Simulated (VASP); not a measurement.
## Pd: single point with BHLYP

The system is Pd.

```
Pd
1.0
     0.00000    1.90676    1.90676
     1.90676    0.00000    1.90676
     1.90676    1.90676    0.00000
Pd
1
Direct
  0.00000 0.00000 0.00000
```

* Program: VASP 6.6.1
* Task: single point
* Functional: BHLYP
* Potentials or basis: VASP PAW PBE potentials, release 64 (Pd)
* Cutoff: 520 eV
* k mesh: 6 × 6 × 6
* Occupations: fermi-dirac, width 0.05 eV
* Spin: no spin polarisation
* Dipole correction: no
* Grid for exact exchange (PRECFOCK): Normal
* Further INCAR settings: ALGO = Normal; EDIFF = 1e-06; NBANDS = 11
* Share of exact exchange: 0.5

| Property | Result |
| --- | --- |
| Pressure | 22.1 GPa |
| Band gap on the k mesh | zero (bands 5 and 6 overlap by 4.70 eV) |

Levels at points of the mesh, in eV from the Fermi level:
```csv
k point,band 3,band 4,band 5,band 6,band 7,band 8
"(0.00, 0.00, 0.00)",-4.95,-4.95,-3.32,-3.32,21.67,27.07
"(0.50, 0.00, 0.00)",-5.22,-0.93,-0.93,3.27,11.69,20.95
"(0.50, 0.50, 0.00)",-1.60,1.38,1.38,6.32,15.63,17.77
```

Wall time 7.4 min on 1 thread of Intel(R) Xeon(R) Platinum 8259CL CPU @ 2.50GHz (Skylake/Cascade Lake), on a shared host, peak memory 0.14 GiB.

Caveat: the k points lie up to 0.48 Å⁻¹ apart, too coarse for converged energies and pressures of a metal; the PAW data sets were made with another functional, which shifts forces and pressure a little.
